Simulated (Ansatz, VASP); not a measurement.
## LiF in VASP and in Ansatz

Contents of INCAR:

```
  PREC = Accurate
  ENCUT = 600
  EDIFF = 1E-7
  ISMEAR = 0
  SIGMA = 0.02
  LREAL = False
  LASPH = True
  NELM = 80
  ALGO = Normal
  ISIF = 3
  LWAVE = False
  LCHARG = False
  GGA = PE
  IBRION = 2
  NSW = 100
  EDIFFG = -0.01
```

Contents of KPOINTS:

```
Automatic mesh
0
Gamma
  6 6 8
```

The input POSCAR:

```
LiF
1.0
    4.8957145933      0.0000000000      0.0000000000
   -2.4478572967      4.2398132075      0.0000000000
    0.0000000000      0.0000000000      2.9208838844
Li F
3 3
Direct
    0.6223143862      0.6223143862      0.0000000000
    0.3776856138      0.0000000000      0.3333333333
    0.0000000000      0.3776856138      0.6666666667
    0.0000000000      0.6333097170      0.1666666667
    0.3666902830      0.3666902830      0.5000000000
    0.6333097170      0.0000000000      0.8333333333
```

Input for Ansatz:

```yaml
crystal:
  lattice:
    - [4.8957145933, 0.0, 0.0]
    - [-2.4478572967, 4.2398132075, 0.0]
    - [0.0, 0.0, 2.9208838844]
  atoms:
    - { symbol: Li, position: [0.6223143862, 0.6223143862, 0.0] }
    - { symbol: Li, position: [0.3776856138, 0.0, 0.3333333333] }
    - { symbol: Li, position: [0.0, 0.3776856138, 0.6666666667] }
    - { symbol: F, position: [0.0, 0.633309717, 0.1666666667] }
    - { symbol: F, position: [0.366690283, 0.366690283, 0.5] }
    - { symbol: F, position: [0.633309717, 0.0, 0.8333333333] }
basis:
  ecutwfc: 420
kpoints:
  mp_grid: { grid: [6, 6, 8] }
hamiltonian:
  xc: pbe
scf:
  occupations: { method: gaussian, width: 0.02 }
output:
  forces: true
  stress: true
  eigenvalues: true
relax:
  adjacent_minimum: "off"
  f_tol: 0.01
  max_steps: 80
  cell: { stress_tol: 0.05 }
```

Alike in both runs: task relaxation of cell and atoms; functional PBE; k mesh 6 × 6 × 8; occupations gaussian, width 0.02 eV; no spin polarisation.

```csv
,VASP,Ansatz
version,VASP 6.6.1,Ansatz 0.2.0
potentials or method,"VASP PAW PBE potentials, release 64 (Li_sv, F), cutoff 600 eV","scalar-relativistic, plane waves, PAW"
valence electrons in the cell,30,30
```

|  | VASP | Ansatz | Ansatz less VASP |
| --- | --- | --- | --- |
| gap on the k mesh at the Fermi level, each at its own relaxed structure (eV) | 7.61 | 7.57 | -0.036 |
| relaxed volume (Å³/atom) | 10.03 | 10.12 | +0.093 |
| relaxed length of the cell vector where the two differ most in proportion (Å) | 2.916 | 2.927 | +0.0107 |

Noted on VASP's run: the cutoff is under 1.25 times that of the potentials, so the pressure is a little rough.
